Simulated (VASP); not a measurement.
Crystal: CeC (CsCl type).

```
Ce C
1.0
     3.37403    0.00000    0.00000
     0.00000    3.37403    0.00000
     0.00000    0.00000    3.37403
Ce C
1 1
Direct
  0.00000 0.00000 0.00000
  0.50000 0.50000 0.50000
```

- Program: VASP 6.6.1
- Task: relaxation of cell and atoms
- Functional: PBE
- Potentials or basis: VASP PAW PBE potentials, release 64 (Ce, C)
- Cutoff: 600 eV
- k mesh: 12 × 12 × 12
- Occupations: fermi-dirac, width 0.05 eV
- Spin: collinear spin, ferromagnetic start
- Starting moments: [1.0, 0.0] μB

At the start: pressure -18.9 GPa; volume 19.21 Å³/atom.

**Question.** Where does the relaxation end?

**Answer.** Over 12 steps the energy falls by 311.1 meV/atom and the volume is 14.95 Å³/atom (-22.2 %); space group Pm-3m (No. 221, to 0.1 Å) before and after; moment 0.00 μB per cell.

The path:
```csv
step,energy change (eV),largest force (eV/Å),pressure (GPa),volume (Å³)
1,0.0000,0.0000,-18.90,38.41
2,-0.5038,0.0000,14.84,27.14
3,-0.6221,0.0000,-0.08,29.92
4,-0.6218,0.0000,1.74,29.76
5,-0.6187,0.0000,-2.14,30.43
6,-0.6221,0.0000,-0.07,29.95
7,-0.6221,0.0000,-0.20,29.94
8,-0.6221,0.0000,1.00,29.85
9,-0.6221,0.0000,-0.09,29.93
10,-0.6221,0.0000,-0.08,29.91
11,-0.6221,0.0000,0.06,29.88
12,-0.6221,0.0000,0.01,29.90
```

Final structure:
```cif
data_structure
_symmetry_space_group_name_H-M 'P 1'
_symmetry_Int_Tables_number 1
_cell_length_a 3.1036
_cell_length_b 3.1036
_cell_length_c 3.1036
_cell_angle_alpha 90.000
_cell_angle_beta 90.000
_cell_angle_gamma 90.000
_cell_volume 29.90
loop_
_atom_site_label
_atom_site_type_symbol
_atom_site_fract_x
_atom_site_fract_y
_atom_site_fract_z
_atom_site_occupancy
Ce1 Ce 0.00000 0.00000 0.00000 1
C1 C 0.50000 0.50000 0.50000 1
```

Caveat: the magnetic or orbital state may not be the lowest; the volume moved by over 15 % at a fixed basis, so the end points are rough; the moments typed at the start vanished in this run; semilocal functionals describe open f shells poorly, which spoils levels, moments and volumes.
